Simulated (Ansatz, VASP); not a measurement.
## Two plane-wave programs on TaN

```
CELL_PARAMETERS angstrom
0.00000 2.21132 2.21132
2.21132 0.00000 2.21132
2.21132 2.21132 0.00000
ATOMIC_POSITIONS crystal
Ta 0.50000 0.50000 0.50000
N 0.00000 0.00000 0.00000
```

Alike in both runs: functional LDA; k mesh 7 × 7 × 7; occupations fermi-dirac, width 0.05 eV; non-collinear spin, spin-orbit coupling.

|  | VASP | Ansatz |
| --- | --- | --- |
| version | VASP 6.6.1 | Ansatz 0.2.0 |
| potentials or method | VASP PAW LDA potentials, release 64 (Ta_pv, N) | Ansatz PAW |
| plane-wave cutoff (eV) | 520 | 420 |
| valence electrons in the cell | 16 | 18 |
| task | single point | band structure |

|  | VASP | Ansatz | Ansatz less VASP |
| --- | --- | --- | --- |
| pressure (GPa) | -14.9 | -17.2 | -2.36 |
| net moment per atom (μB) | 0.00 | 0.00 | 0.000 |

LDA's correlation is that of Perdew and Zunger in VASP and of Perdew and Wang (1992) in Ansatz. VASP's potentials hold 16 valence electrons a cell and Ansatz's 18, so a difference there can come from the potentials and not from the codes.
